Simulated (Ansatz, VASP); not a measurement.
One calculation of Sn, two programs

```xyz
4
Lattice="3.5544 0.0000 0.0000 -1.7772 3.0782 0.0000 0.0000 0.0000 11.7035" Properties=species:S:1:pos:R:3 pbc="T T T"
Sn    0.0000    0.0000   11.7035
Sn    0.0000    0.0000    5.8518
Sn    0.0000    2.0521    2.9259
Sn    1.7772    1.0261    8.7776
```

Alike in both runs: task single point; functional BLYP; k mesh 12 × 12 × 3; occupations fermi-dirac, width 0.1 eV; no spin polarisation.

|  | VASP | Ansatz |
| --- | --- | --- |
| version | VASP 6.6.1 | Ansatz 0.2.0 |
| potentials or method | VASP PAW PBE potentials, release 64 (Sn_d), cutoff 520 eV | plane waves (420 eV) with PAW, scalar-relativistic |
| valence electrons in the cell | 56 | 56 |

|  | VASP | Ansatz | Ansatz less VASP |
| --- | --- | --- | --- |
| pressure (GPa) | -1.2 | -1.2 | +0.03 |
| traceless stress, the component that is largest in VASP (GPa) | -0.11 | -0.11 | +0.003 |

VASP's potentials were made for PBE, not for BLYP. With one functional, cell and mesh, what is left measures potentials, basis and numerics.
